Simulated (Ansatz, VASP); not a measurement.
**One calculation of SiC, two programs**

```xyz
2
Lattice="0.0000 2.1637 2.1637 2.1637 0.0000 2.1637 2.1637 2.1637 0.0000" Properties=species:S:1:pos:R:3 pbc="T T T"
Si    0.0000    0.0000    0.0000
C     1.0818    1.0818    1.0818
```

Alike in both runs: functional r2SCAN; k mesh 12 × 12 × 12; occupations fermi-dirac, width 0.02 eV; no spin polarisation.

Ansatz relaxed the structure, and its values are those at the end. VASP's run is a single point on that final structure, the one shown.

|  | VASP | Ansatz |
| --- | --- | --- |
| version | VASP 6.6.1 | Ansatz 0.2.0 |
| potentials or method | VASP PAW PBE potentials, release 64 (Si, C), cutoff 520 eV | PAW plane waves |
| valence electrons in the cell | 8 | 8 |

Ansatz gave:

| Item | Value |
| --- | --- |
| gap on the k mesh at the Fermi level (eV) | 1.70 |
| pressure (GPa) | 4.8 |

**Question.** What did VASP give for the same quantities?

**Answer.** gap on the k mesh at the Fermi level (eV): 1.71; pressure (GPa): 4.5.

VASP's potentials were made for PBE, not for r2SCAN. With one functional, cell and mesh, what is left measures potentials, basis and numerics. Ansatz's warnings: stress scf threshold loose.
